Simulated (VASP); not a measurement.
SiO2 (Cristobalite): electric field gradients with r2SCAN

SiO2 (Cristobalite):

```xyz
12
Lattice="4.9820 0.0000 0.0000 0.0000 4.9820 0.0000 0.0000 0.0000 6.9630" Properties=species:S:1:pos:R:3 pbc="T T T"
Si    1.5141    1.5141    0.0000
Si    0.9769    4.0051    1.7408
Si    3.4679    3.4679    3.4815
Si    4.0051    0.9769    5.2222
O     1.1823    0.5678    1.2794
O     1.9232    3.6733    3.0201
O     3.7997    4.4142    4.7609
O     3.0588    1.3087    6.5016
O     3.6733    1.9232    3.9429
O     4.4142    3.7997    2.2021
O     1.3087    3.0588    0.4614
O     0.5678    1.1823    5.6836
```

```json
{"Program": "VASP 6.6.1", "Task": "electric field gradients", "Functional": "r2SCAN", "Potentials or basis": "VASP PAW PBE potentials, release 64 (Si, O)", "Cutoff": "520 eV", "k mesh": "5 × 5 × 4", "Occupations": "fermi-dirac, width 0.02 eV", "Spin": "no spin polarisation", "Dipole correction": "no", "Further INCAR settings": "ALGO = Normal; EDIFF = 1e-08; NBANDS = 44"}
```

```yaml
Pressure: -3.5 GPa
Largest_force: 0.289 eV/Å
Band_gap_on_the_k_mesh: 6.25 eV, direct
```

Forces in eV/Å, atoms in the order of the input:
```
Si   0.050  0.050  0.000
Si  -0.050  0.050  0.000
Si  -0.050 -0.050  0.000
Si   0.050 -0.050  0.000
O    0.035 -0.154 -0.241
O    0.154  0.035 -0.241
O   -0.035  0.154 -0.241
O   -0.154 -0.035 -0.241
O    0.035  0.154  0.241
O    0.154 -0.035  0.241
O   -0.035 -0.154  0.241
O   -0.154  0.035  0.241
```

Stress tensor (GPa, compression positive):
```
-3.19  0.00  0.00
 0.00 -3.19  0.00
 0.00  0.00 -4.00
```

Levels at points of the mesh, in eV from the valence-band top:
| k point | band 30 | band 31 | band 32 | band 33 | band 34 | band 35 |
| --- | --- | --- | --- | --- | --- | --- |
| (0.00, 0.00, 0.00) | -0.33 | -0.33 | 0.00 | 6.25 | 9.58 | 9.58 |
| (0.00, 0.00, 0.50) | -0.55 | -0.37 | -0.37 | 7.54 | 7.54 | 10.18 |

Electric field gradients, principal values (V/Å²):
```
atom    least   middle  greatest (by size)
1 Si    0.682    3.334              -4.016
2 Si    0.682    3.334              -4.016
3 Si    0.682    3.334              -4.016
4 Si    0.682    3.334              -4.016
 5 O  -36.195  -52.993              89.189
 6 O  -36.195  -52.993              89.189
 7 O  -36.195  -52.993              89.189
 8 O  -36.195  -52.993              89.189
 9 O  -36.195  -52.993              89.189
10 O  -36.195  -52.993              89.189
11 O  -36.195  -52.993              89.189
12 O  -36.195  -52.993              89.189
```

Wall time 15 min on 1 thread of Intel Xeon 8259CL (shared host), peak memory 0.36 GiB.

Caveat: without QUAD_EFG the Cq values of the log hold for a quadrupole moment of 1 mb, not for the nuclei; the PAW data sets were made with another functional, which shifts forces and pressure a little. r2SCAN opens gaps a little over a GGA but as a rule still falls short of measured ones.
